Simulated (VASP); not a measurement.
Li2CaO2:

```
Li Ca O
1.0
     3.35970    0.00000    0.00000
    -1.67985    2.90959    0.00000
     0.00000    0.00000    5.47177
Li Ca O
2 1 2
Direct
  0.33333 0.66667 0.88395
  0.66667 0.33333 0.11605
  0.00000 0.00000 0.50000
  0.33333 0.66667 0.24373
  0.66667 0.33333 0.75627
```

Base run:

| Quantity | Value |
| --- | --- |
| Program | VASP 6.6.1 |
| Functional | HSE06 |
| Potentials or basis | VASP PAW PBE potentials, release 64 (Li_sv, Ca_sv, O) |
| Cutoff | 520 eV |
| k mesh | 6 × 6 × 4 |
| Occupations | gaussian, width 0.02 eV |
| Spin | no spin polarisation |

Its results: band gap on the k mesh 6.34 eV (least direct gap 6.42 eV); largest force 0.032 eV/Å.

Problem. The run is repeated on the same cell with these changes: functional from HSE06 to PBE; occupations from gaussian, width 0.02 eV to gaussian, width 0.1 eV. What comes out?

Solution. Band gap on the k mesh 4.65 eV (least direct gap 4.86 eV); largest force 0.028 eV/Å.

Caveats: the PAW data sets were made with another functional, which shifts forces and pressure a little (at least some runs).

A k mesh can miss the band edges.
